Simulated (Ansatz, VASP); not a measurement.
# RbBr: VASP beside Ansatz

The input INCAR:

```
SYSTEM = RbBr
PREC = Accurate ; ENCUT = 520
EDIFF = 1E-7 ; ISMEAR = 0
SIGMA = 0.01 ; LREAL = .False.
LASPH = .True. ; NELM = 100
ALGO = Normal ; ISIF = 2
LWAVE = .False. ; LCHARG = .False.
GGA = PE ; NBANDS = 24
```

The input KPOINTS:

```
regular mesh
0
Gamma
  6 6 4
  0 0 0
```

Contents of POSCAR:

```
RbBr
1.0
    5.8901392171      0.0000000000      0.0000000000
   -2.9450696086      5.1010101938      0.0000000000
    0.0000000000      0.0000000000      6.8703327493
Rb Br
2 2
Direct
    0.3333333333      0.6666666667     -0.0625000000
    0.6666666667      0.3333333333      0.4375000000
    0.3333333333      0.6666666667      0.4375000000
    0.6666666667      0.3333333333      0.9375000000
```

Input for Ansatz:

```yaml
crystal:
  lattice:
    - [5.8901392171, 0.0, 0.0]
    - [-2.9450696086, 5.1010101938, 0.0]
    - [0.0, 0.0, 6.8703327493]
  atoms:
    - { symbol: Rb, position: [0.3333333333, 0.6666666667, -0.0625] }
    - { symbol: Rb, position: [0.6666666667, 0.3333333333, 0.4375] }
    - { symbol: Br, position: [0.3333333333, 0.6666666667, 0.4375] }
    - { symbol: Br, position: [0.6666666667, 0.3333333333, 0.9375] }
kpoints:
  mp_grid: { grid: [6, 6, 4] }
hamiltonian:
  xc: pbe
scf:
  occupations: { method: fixed }
output:
  optics:
    e_range: [0, 18]
    de: 0.05
    sigma: 0.1
    bands: { spectra_wanted_up_to: 18 }
  write_density: true
  write_potential: true
  elf: true
  volumetric_format: npy
```

Alike in both runs: task single point; functional PBE; k mesh 6 × 6 × 4; no spin polarisation.

```csv
,VASP,Ansatz
version,VASP 6.6.1,Ansatz 0.2.0
potentials or method,"VASP PAW PBE potentials, release 64 (Rb_sv, Br)","plane waves, PAW"
plane-wave cutoff (eV),520,420
occupations,"gaussian, width 0.01 eV",fixed
valence electrons in the cell,32,32
```

```tsv
	VASP	Ansatz	Ansatz less VASP
gap on the k mesh at the Fermi level (eV)	4.06	4.06	+0.002
```

Ansatz's warnings: xc potential rough in thin density.
